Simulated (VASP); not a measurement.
# MgS (m.bB) (F-43m) in VASP: single point with PBEsol

Aim: the single point of MgS (m.bB) with PBEsol.

Program: VASP 6.6.1. These are calculated values, not measurements. Logs are shortened: lines on timing, memory, paths and dates and some standing lists are left out, and cuts for length are marked.

### 1 The cell of the first run

It takes space group F-43m (No. 216, cubic). The conventional cell has a = 5.652 Å, b = 5.652 Å, c = 5.652 Å, α = 90.00°, β = 90.00°, γ = 90.00°. Mg (site symmetry -43m) has 4 S at 2.45 Å within 3.2 Å. Within 3.2 Å of S (site symmetry -43m) lie 4 Mg at 2.45 Å.

### 2 Single point, PBEsol

INCAR reads:

```
SYSTEM = MgS
  ALGO = Normal
  EDIFF = 1E-6
  ENCUT = 600
  GGA = PS
  GGA_COMPAT = .FALSE.
  ISIF = 2
  ISMEAR = 0
  LASPH = .TRUE.
  LCHARG = .FALSE.
  LREAL = .FALSE.
  LWAVE = .FALSE.
  NBANDS = 11
  NELM = 120
  PREC = Accurate
  SIGMA = 0.02
```

KPOINTS reads:

```
k-points
0
G
  8 8 8
  0 0 0
```

POSCAR reads:

```
MgS
1.0
    0.0000000000      2.8257734672      2.8257734672
    2.8257734672      0.0000000000      2.8257734672
    2.8257734672      2.8257734672      0.0000000000
Mg S
1 1
Direct
    0.0000000000      0.0000000000      0.0000000000
    0.2500000000      0.2500000000      0.2500000000
```

Potentials or basis: VASP PAW PBE potentials, release 64 (Mg, S).

Command:

```
$ cat potpaw_PBE.64/Mg/POTCAR potpaw_PBE.64/S/POTCAR > POTCAR
$ mpirun -np 1 vasp_std > vasp.out
```

OUTCAR:

```text
SYSTEM = MgS
   EDIFF = 1E-6
   ENCUT = 600
   GGA = PS
   ISIF = 2
   ISMEAR = 0
   LASPH = .TRUE.
   LREAL = .FALSE.
   NELM = 120
   PREC = Accurate

 ion  position               nearest neighbor table
   1  0.000  0.000  0.000-   2 2.45   2 2.45   2 2.45   2 2.45
   2  0.250  0.250  0.250-   1 2.45   1 2.45   1 2.45   1 2.45

  LATTYP: Found a face centered cubic cell.
 ALAT       =     5.6515469344

  Lattice vectors:

 A1 = (   0.0000000000,   2.8257734672,   2.8257734672)
 A2 = (   2.8257734672,   0.0000000000,   2.8257734672)
 A3 = (   2.8257734672,   2.8257734672,   0.0000000000)

Analysis of symmetry for initial positions (statically):
=====================================================================
 Subroutine PRICEL returns:
 Original cell was already a primitive cell.

 Routine SETGRP: Setting up the symmetry group for a
 face centered cubic supercell.

 Subroutine GETGRP returns: Found 24 space group operations
 (whereof 24 operations were pure point group operations)
 out of a pool of 48 trial point group operations.

The static configuration has the point symmetry T_d .

Analysis of symmetry for dynamics (positions and initial velocities):
=====================================================================
 Subroutine PRICEL returns:
 Original cell was already a primitive cell.

 Routine SETGRP: Setting up the symmetry group for a
 face centered cubic supercell.

 Subroutine GETGRP returns: Found 24 space group operations
 (whereof 24 operations were pure point group operations)
 out of a pool of 48 trial point group operations.

The dynamic configuration has the point symmetry T_d .

 Subroutine INISYM returns: Found 24 space group operations
 (whereof 24 operations are pure point group operations),
 and found     1 'primitive' translations

----------------------------------------------------------------------------------------

                                     Primitive cell

  volume of cell :      45.1276

  direct lattice vectors                    reciprocal lattice vectors
     0.000000000  2.825773467  2.825773467    -0.176942705  0.176942705  0.176942705
     2.825773467  0.000000000  2.825773467     0.176942705 -0.176942705  0.176942705
     2.825773467  2.825773467  0.000000000     0.176942705  0.176942705 -0.176942705

  length of vectors
     3.996247162  3.996247162  3.996247162     0.306473754  0.306473754  0.306473754

  position of ions in fractional coordinates (direct lattice)
     0.000000000  0.000000000  0.000000000
     0.250000000  0.250000000  0.250000000

  ion indices of the primitive-cell ions
   primitive index   ion index
                 1           1
                 2           2

----------------------------------------------------------------------------------------

 KPOINTS: k-points

Automatic generation of k-mesh.
 Grid dimensions read from file:
 generate k-points for:    8    8    8

 Generating k-lattice:

  Cartesian coordinates                     Fractional coordinates (reciprocal lattice)
    -0.022117838  0.022117838  0.022117838     0.125000000  0.000000000  0.000000000
     0.022117838 -0.022117838  0.022117838     0.000000000  0.125000000  0.000000000
     0.022117838  0.022117838 -0.022117838     0.000000000  0.000000000  0.125000000

  Length of vectors
     0.038309219  0.038309219  0.038309219

  Shift w.r.t. Gamma in fractional coordinates (k-lattice)
     0.000000000  0.000000000  0.000000000

 Subroutine IBZKPT returns following result:
 ===========================================

 Found     29 irreducible k-points:

 Following reciprocal coordinates:
            Coordinates               Weight
  0.000000  0.000000  0.000000      1.000000
  0.125000  0.000000  0.000000      8.000000
  0.250000  0.000000  0.000000      8.000000
  0.375000  0.000000  0.000000      8.000000
  0.500000  0.000000  0.000000      4.000000
  0.125000  0.125000  0.000000      6.000000
[... 16 lines left out ...]
  0.500000  0.250000  0.125000     48.000000
 -0.375000  0.250000  0.125000     24.000000
 [... further k-points ...]
   k-points           NKPTS =     29   k-points in BZ     NKDIM =     29   number of bands    NBANDS=     11
   number of dos      NEDOS =    301   number of ions     NIONS =      2
   total plane-waves  NPLWV =  32768
   dimension x,y,z NGX =    32 NGY =   32 NGZ =   32
   dimension x,y,z NGXF=    64 NGYF=   64 NGZF=   64
   ions per type =               1   1
   NGX,Y,Z   is equivalent  to a cutoff of  13.31, 13.31, 13.31 a.u.
   NGXF,Y,Z  is equivalent  to a cutoff of  26.62, 26.62, 26.62 a.u.
 SYSTEM =  MgS
   PREC   = accura    normal or accurate (medium, high low for compatibility)
   ISTART =      0    job   : 0-new  1-cont  2-samecut
   ICHARG =      2    charge: 1-file 2-atom 10-const
   ISPIN  =      1    spin polarized calculation?
   LNONCOLLINEAR =      F non collinear calculations
   LSORBIT =      F    spin-orbit coupling
   LASPH  =      T    aspherical Exc in radial PAW
   ENCUT  =  600.0 eV  44.10 Ry    6.64 a.u.   7.98  7.98  7.98*2*pi/ulx,y,z
   NELM   =    120;   NELMIN=  2; NELMDL= -5     # of ELM steps
   EDIFF  = 0.1E-05   stopping-criterion for ELM
   LREAL  =      F    real-space projection
   EDIFFG = 0.1E-04   stopping-criterion for IOM
   NSW    =      0    number of steps for IOM
   IBRION =     -1    ionic relax: 0-MD 1-quasi-New 2-CG
   NFREE  =      0    steps in history (QN), initial steepest desc. (CG)
   ISIF   =      2    stress and relaxation
   ISYM   =      2    0-nonsym 1-usesym 2-fastsym
   POTIM  = 0.5000    time-step for ionic-motion
   TEBEG  =    0.0;   TEEND  =   0.0 temperature during run
   PSTRESS=    0.0 pullay stress
   NELECT =       8.0000    total number of electrons
   NUPDOWN=      -1.0000    fix difference up-down
   EMIN   =  10.00;   EMAX   =-10.00  energy-range for DOS
   EFERMI =   0.00;   METHOD = LEGACY
   ISMEAR =     0;   SIGMA  =   0.02  broadening in eV -4-tet -1-fermi 0-gaus
   EFERMI_NEDOS =   21; number of points for ismear=-14 and -15
   IALGO  =     38    algorithm
   IMIX   =      4    mixing-type and parameters
     AMIX     =   0.40;   BMIX     =  1.00
     AMIX_MAG =   1.60;   BMIX_MAG =  1.00
  volume/ion in A,a.u.               =      22.56       152.27
  Fermi-wavevector in a.u.,A,eV,Ry     =   0.919653  1.737893 11.507294  0.845762
  Thomas-Fermi vector in A             =   2.044871
   LORBIT       =      0    0 simple, 1 ext, 2 COOP (PROOUT), +10 PAW based schemes
   GGA     = PS    functional components
   LHFCALC =     F    Hartree Fock is set to
   AEXX    =    0.0000 exact exchange contribution
   IVDW    =     0    specifies the selected vdW correction
   LEPSILON=     F    determine dielectric tensor
   LRPA    =     F    only Hartree local field effects (RPA)
 non-spin polarized calculation
 Gauss-broadening in eV      SIGMA  =   0.02
  energy-cutoff  :      600.00
  volume of cell :       45.13
 maximum number of plane-waves:      1540
   NGX = 15   NGY = 15   NGZ = 15

 number of electron       8.0000000 magnetization

 Free energy of the ion-electron system (eV)
  ---------------------------------------------------
  ext. energy  EPLUGINS =         0.00000000
  ---------------------------------------------------
  free energy    TOTEN  =        -8.91806681 eV

  energy without entropy =       -8.91806681  energy(sigma->0) =       -8.91806681

 E-fermi :   1.1638     XC(G=0):  -8.5979

 val. band max:        1.0352197392   @ k =   0.0000   0.0000   0.0000
 cond. band min:       4.3580578662   @ k =   0.0000   0.0000   0.0000
 fundamental gap:      3.3228381270
 Fermi energy:         1.1637711542

 k-point     1 :       0.0000    0.0000    0.0000
  band No.  band energies     occupation
      1     -10.2521      2.00000
      2       1.0352      2.00000
      3       1.0352      2.00000
      4       1.0352      2.00000
      5       4.3581      0.00000
      6       8.9219      0.00000
      7       8.9219      0.00000
      8       8.9219      0.00000
      9      11.8304      0.00000
     10      11.8304      0.00000
     11      14.6267      0.00000

 k-point     2 :       0.1250    0.0000    0.0000
  band No.  band energies     occupation
      1     -10.1624      2.00000
      2       0.3310      2.00000
      3       0.9810      2.00000
      4       0.9810      2.00000
      5       5.0347      0.00000
      6       8.7275      0.00000
      7       9.1008      0.00000
      8       9.1008      0.00000
      9      11.3485      0.00000
     10      11.3485      0.00000
     11      13.9771      0.00000

 k-point     3 :       0.2500    0.0000    0.0000
  band No.  band energies     occupation
      1      -9.9299      2.00000
      2      -0.8658      2.00000
      3       0.8586      2.00000
      4       0.8586      2.00000
      5       5.8982      0.00000
      6       8.7448      0.00000
      7       9.1278      0.00000
      8       9.1278      0.00000
      9      11.3989      0.00000
     10      11.3989      0.00000
     11      13.1151      0.00000

 k-point     4 :       0.3750    0.0000    0.0000
  band No.  band energies     occupation
      1      -9.6689      2.00000
      2      -1.8090      2.00000
      3       0.7466      2.00000
      4       0.7466      2.00000
      5       6.0792      0.00000
      6       8.7585      0.00000
      7       8.7585      0.00000
      8       9.2685      0.00000
      9      12.7169      0.00000
     10      12.7169      0.00000
     11      13.1431      0.00000
[... 239 lines left out ...]
 k-point    22 :       0.3750    0.2500    0.1250
  band No.  band energies     occupation
      1      -9.7497      2.00000
      2      -1.0730      2.00000
      3       0.1702      2.00000
      4       0.6501      2.00000
      5       6.6215      0.00000
      6       7.9196      0.00000
      7       8.5199      0.00000
      8      10.1823      0.00000
      9      10.6920      0.00000
     10      13.3832      0.00000
     11      15.3477      0.00000

 k-point    23 :       0.5000    0.2500    0.1250
  band No.  band energies     occupation
      1      -9.5330      2.00000
      2      -1.5838      2.00000
      3      -0.1871      2.00000
      4       0.4696      2.00000
      5       6.8902      0.00000
      6       7.7206      0.00000
      7       8.8605      0.00000
      8      10.0150      0.00000
      9      11.8352      0.00000
     10      14.4704      0.00000
     11      15.0563      0.00000

 k-point    24 :      -0.3750    0.2500    0.1250
  band No.  band energies     occupation
      1      -9.4365      2.00000
      2      -1.8048      2.00000
      3      -0.2933      2.00000
      4       0.3726      2.00000
      5       6.9672      0.00000
      6       7.4307      0.00000
      7       9.7156      0.00000
      8       9.8099      0.00000
      9      12.3739      0.00000
     10      13.7906      0.00000
     11      15.2124      0.00000

 [... further k-points ...]
[... 5 lines left out ...]
  --------------------------------------------------------------------------------------
  -------------------------------------------------------------------------------------
  Total       -0.0181504     -0.0181504     -0.0181504     -0.0000000      0.0000000      0.0000000
  in kB       -0.6443984     -0.6443984     -0.6443984     -0.0000000      0.0000000      0.0000000
  external PRESSURE =      -0.6443984 kB  Pullay stress =       0.0000000 kB

 VOLUME and BASIS-vectors are now :
 -----------------------------------------------------------------------------
  energy-cutoff  :      600.00
  volume of cell :       45.13
      direct lattice vectors                 reciprocal lattice vectors
     0.000000000  2.825773467  2.825773467    -0.176942705  0.176942705  0.176942705
     2.825773467  0.000000000  2.825773467     0.176942705 -0.176942705  0.176942705
     2.825773467  2.825773467  0.000000000     0.176942705  0.176942705 -0.176942705

 POSITION                                       TOTAL-FORCE (eV/Angst)
 -----------------------------------------------------------------------------------
      0.00000      0.00000      0.00000         0.000000     -0.000000     -0.000000
      1.41289      1.41289      1.41289        -0.000000      0.000000      0.000000
 -----------------------------------------------------------------------------------
    total drift:                               -0.000000     -0.000000     -0.000000

  FREE ENERGIE OF THE ION-ELECTRON SYSTEM (eV)
  ---------------------------------------------------
  free  energy   TOTEN  =        -8.9180668115 eV

  energy  without entropy=       -8.9180668115  energy(sigma->0) =       -8.91806681
```

Run time: 9.7 s. Hardware: 1 thread of Intel Xeon 8259CL, shared host; peak memory 0.18 GiB.

Results:

| Item | Value |
| --- | --- |
| Free energy | -8.9181 eV |
| Pressure | -0.1 GPa |
| Band gap on the k mesh | 3.32 eV, direct |

Levels at points of the mesh, in eV from the valence-band top:
```tsv
k point	band 1	band 2	band 3	band 4	band 5	band 6	band 7	band 8
(0.00, 0.00, 0.00)	-11.29	0.00	0.00	0.00	3.32	7.89	7.89	7.89
(0.50, 0.00, 0.00)	-10.59	-3.20	-0.33	-0.33	5.01	7.55	7.55	8.45
(0.50, 0.50, 0.00)	-10.36	-2.87	-1.06	-1.06	3.71	5.55	11.08	12.20
```

Caveat: the PAW data sets were made with another functional, which shifts forces and pressure a little. A k mesh can miss the band edges.
